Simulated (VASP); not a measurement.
# NiO (Fm-3m) in VASP: further runs, part 2 of 2

VASP 6.6.1.

## 5. Single point, PBE, collinear spin, ferromagnetic start

This run uses another cell than the first one, of 8.53 Å³/atom, 0.940 times its volume.

Contents of INCAR:

```
  PREC = Accurate
  ENCUT = 600
  EDIFF = 1E-6
  ISMEAR = -1
  SIGMA = 0.05
  LREAL = False
  LASPH = True
  NELM = 200
  ALGO = Normal
  ISIF = 2
  LWAVE = False
  LCHARG = False
  ISPIN = 2
  MAGMOM = 1 0
  LORBIT = 11
  LMAXMIX = 4
  GGA = PE
  NBANDS = 23
  GGA_COMPAT = False
```

Contents of KPOINTS:

```
regular mesh
0
Gamma
  11 11 11
```

Contents of POSCAR:

```
NiO
1.0
    0.0000000000      2.0433202721      2.0433202721
    2.0433202721      0.0000000000      2.0433202721
    2.0433202721      2.0433202721      0.0000000000
Ni O
1 1
Direct
    0.0000000000      0.0000000000      0.0000000000
    0.5000000000      0.5000000000      0.5000000000
```

Potentials or basis: VASP PAW PBE potentials, release 64 (Ni_sv_GW, O).

On the command line:

```bash
cat potpaw_PBE.64/Ni_sv_GW/POTCAR potpaw_PBE.64/O/POTCAR > POTCAR
mpirun -np 1 vasp_std > vasp.out
```

OUTCAR:

```text
PREC = Accurate
   ENCUT = 600
   EDIFF = 1E-6
   ISMEAR = -1
   LREAL = False
   LASPH = True
   NELM = 200
   ISIF = 2
   ISPIN = 2
   LORBIT = 11
   GGA = PE

 ion  position               nearest neighbor table
   1  0.000  0.000  0.000-   2 2.04   2 2.04   2 2.04   2 2.04   2 2.04   2 2.04
   2  0.500  0.500  0.500-   1 2.04   1 2.04   1 2.04   1 2.04   1 2.04   1 2.04

  LATTYP: Found a face centered cubic cell.
 ALAT       =     4.0866405442

  Lattice vectors:

 A1 = (   0.0000000000,   2.0433202721,   2.0433202721)
 A2 = (   2.0433202721,   0.0000000000,   2.0433202721)
 A3 = (   2.0433202721,   2.0433202721,   0.0000000000)

Analysis of symmetry for initial positions (statically):
=====================================================================
 Subroutine PRICEL returns:
 Original cell was already a primitive cell.

 Routine SETGRP: Setting up the symmetry group for a
 face centered cubic supercell.

 Subroutine GETGRP returns: Found 48 space group operations
 (whereof 48 operations were pure point group operations)
[... 817 lines left out ...]
      2     -55.1959      1.00000
      3     -55.1959      1.00000
      4     -55.1959      1.00000
      5     -12.8170      1.00000
      6       4.9745      1.00000
[... 613 lines left out ...]
     22      40.0689      0.00000
     23      41.0966      0.00000

 [... further k-points ...]
[... 5 lines left out ...]
  --------------------------------------------------------------------------------------
  -------------------------------------------------------------------------------------
  Total        1.7360032      1.7360032      1.7360032      0.0000000      0.0000000      0.0000000
  in kB      163.0128243    163.0128243    163.0128243      0.0000000      0.0000000      0.0000000
  external PRESSURE =     163.0128243 kB  Pullay stress =       0.0000000 kB

 VOLUME and BASIS-vectors are now :
 -----------------------------------------------------------------------------
  energy-cutoff  :      600.00
  volume of cell :       17.06
      direct lattice vectors                 reciprocal lattice vectors
     0.000000000  2.043320272  2.043320272    -0.244699770  0.244699770  0.244699770
     2.043320272  0.000000000  2.043320272     0.244699770 -0.244699770  0.244699770
     2.043320272  2.043320272  0.000000000     0.244699770  0.244699770 -0.244699770

 POSITION                                       TOTAL-FORCE (eV/Angst)
 -----------------------------------------------------------------------------------
      0.00000      0.00000      0.00000        -0.000000      0.000000     -0.000000
      2.04332      2.04332      2.04332         0.000000     -0.000000      0.000000
 -----------------------------------------------------------------------------------
    total drift:                                0.000000     -0.000000     -0.000000

  FREE ENERGIE OF THE ION-ELECTRON SYSTEM (eV)
  ---------------------------------------------------
  free  energy   TOTEN  =       -12.3317750877 eV

  energy  without entropy=      -12.3204047937  energy(sigma->0) =      -12.32608994

 total charge

# of ion       s       p       d       f       tot
--------------------------------------------------
    1        2.160   6.247   7.822   0.011  16.241
    2        1.555   3.453   0.000   0.000   5.008
--------------------------------------------------
tot          3.715   9.700   7.822   0.011  21.249

 magnetization (x)

# of ion       s       p       d       f       tot
--------------------------------------------------
    1        0.009   0.013   1.247   0.001   1.269
    2        0.029   0.188   0.000   0.000   0.216
--------------------------------------------------
tot          0.037   0.200   1.247   0.001   1.486
```

It took 41 s on 1 thread of Intel Xeon Platinum 8559C (Emerald Rapids), shared host; peak memory 0.19 GiB.

What came out:

```yaml
Free_energy: -12.3318 eV
Pressure: 16.3 GPa
Net_moment: 1.52 μB per cell
Site_moments: Ni +1.27; O +0.22 μB
Valence_electrons_inside_the_program's_atomic_spheres: Ni 16.24; O 5.01
```

Caveat: a cell with one magnetic atom can't hold antiferromagnetic order, which such compounds often take; semilocal functionals often make such compounds metallic where correlation or magnetic order opens a gap, which also shifts bond lengths.

## 6. Summary

| task | potentials or basis | cell | cutoff (eV) | smearing | second run | gap on the mesh (eV) | pressure (GPa) | moment (μB) |
| --- | --- | --- | --- | --- | --- | --- | --- | --- |
| single point | VASP PAW PBE potentials, release 64 (Ni, O) | a = 2.950 Å, angles 60.0°, 2 atoms | 520 | gaussian 0.015 eV | - | none | 6.2 | 1.78 |
| single point | VASP PAW PBE potentials, release 64 (Ni, O) | a = 2.984 Å, angles 60.0°, 2 atoms | 520 | fermi-dirac 0.05 eV | - | none | -0.8 | 1.78 |
| relaxation of cell and atoms | VASP PAW PBE potentials, release 64 (Ni, O) | relaxed from a = 2.950 Å, angles 60.0°, 2 atoms | 600 | fermi-dirac 0.05 eV | - | none | 0.1 | 1.77 |
| single point | VASP PAW PBE potentials, release 64 (Ni_sv_GW, O) | a = 2.890 Å, angles 60.0°, 2 atoms | 600 | fermi-dirac 0.05 eV | valence_matched | none | 16.3 | 1.52 |

Alike in all rows: level PBE; spin collinear, ferromagnetic start; k mesh 11 × 11 × 11.

Caveats: a cell with one magnetic atom can't hold antiferromagnetic order, which such compounds often take; semilocal functionals often make such compounds metallic where correlation or magnetic order opens a gap, which also shifts bond lengths.

Absolute energies hang on the potentials; compare differences alone.

## 7. Comparison with measurements

Step 3. A measured gap of NiO is 4.3 eV (quoted in “Local correlations, non-local screening, multiplets, and band formation in NiO”, 2012, arxiv:1210.6675); the calculated 0.00 eV misses it by -4.30 eV. So large a miss can be the level of theory's own, or it may mean another phase, state or a wrong row. The value is that of PBE on a finite k mesh, which can miss the band edges, without temperature or zero-point motion. Semilocal functionals fall short of measured gaps as a rule. The run's magnetic order (collinear spin, ferromagnetic start) needn't be the measured crystal's.
